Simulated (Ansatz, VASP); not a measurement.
# Two plane-wave programs on W

```xyz
1
Lattice="-1.5919 1.5919 1.5919 1.5919 -1.5919 1.5919 1.5919 1.5919 -1.5919" Properties=species:S:1:pos:R:3 pbc="T T T"
W     0.0000    0.0000    0.0000
```

Alike in both runs: functional PBE; k mesh 24 × 24 × 24; occupations gaussian, width 0.1 eV; no spin polarisation.

Ansatz relaxed the structure, and its values are those at the end. VASP's run is a single point on that final structure, the one shown.

|  | VASP | Ansatz |
| --- | --- | --- |
| version | VASP 6.6.1 | Ansatz 0.2.0 |
| potentials or method | VASP PAW PBE potentials, release 64 (W_sv) | scalar-relativistic, plane waves, PAW |
| plane-wave cutoff (eV) | 520 | 420 |
| valence electrons in the cell | 14 | 14 |

VASP gave:

```
gap on the k mesh at the Fermi level (eV) : none
pressure (GPa)                            : 0.5
```

Q: Which values does Ansatz return?

A: gap on the k mesh at the Fermi level (eV): none; pressure (GPa): 0.0.

A gap of «none» marks a metal or a gap that the smearing closes. With one functional, cell and mesh, what is left measures potentials, basis and numerics.

Spin-orbit coupling is off throughout.
